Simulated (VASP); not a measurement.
TlInTe:

```
Tl In Te
1.0
     4.80182    0.00000    0.00000
    -2.40091    4.15850    0.00000
     0.00000    0.00000    5.15316
Tl In Te
1 1 1
Direct
  0.00000 0.00000 0.50000
  0.33333 0.66667 0.50000
  0.66667 0.33333 0.00000
```

The cell was generated, and may not be a known phase.

```yaml
Program: VASP 6.6.1
Task: relaxation of cell and atoms
Functional: PBE
Potentials_or_basis: VASP PAW PBE potentials, release 64 (Tl_d, In_d, Te)
Cutoff: 600 eV
k_mesh: 12 × 12 × 10
Occupations: gaussian, width 0.1 eV
Spin: no spin polarisation
```

At the start: pressure 1.6 GPa; volume 34.30 Å³/atom.

Problem. Where does the relaxation end?

Solution. Over 10 steps the energy falls by 221.5 meV/atom and the volume is 33.51 Å³/atom (-2.3 %); space group P-6m2 (No. 187, to 0.1 Å) before and after.

The path:
| step | energy change (eV) | largest force (eV/Å) | pressure (GPa) | volume (Å³) |
| --- | --- | --- | --- | --- |
| 1 | 0.0000 | 0.0000 | 1.59 | 102.90 |
| 2 | -0.4293 | 0.0000 | -0.63 | 107.57 |
| 3 | -0.5770 | 0.0000 | -1.93 | 111.49 |
| 4 | -0.6552 | 0.0000 | -0.72 | 103.96 |
| 5 | -0.6641 | 0.0000 | -0.15 | 101.20 |
| 6 | -0.6644 | 0.0000 | -0.02 | 100.64 |
| 7 | -0.6643 | 0.0000 | -0.08 | 100.85 |
| 8 | -0.6644 | 0.0000 | -0.04 | 100.75 |
| 9 | -0.6644 | 0.0000 | -0.06 | 100.75 |
| 10 | -0.6644 | 0.0000 | 0.02 | 100.54 |

Final structure:
```xyz
3
Lattice="5.2521 0.0000 0.0000 -2.6261 4.5485 0.0000 0.0000 0.0000 4.2088" Properties=species:S:1:pos:R:3 pbc="T T T"
Tl    0.0000    0.0000    2.1044
In    0.0000    3.0323    2.1044
Te    2.6261    1.5162    4.2088
```

Caveat: a cell axis changed by over 15 % at a fixed basis, so the end point is rough.
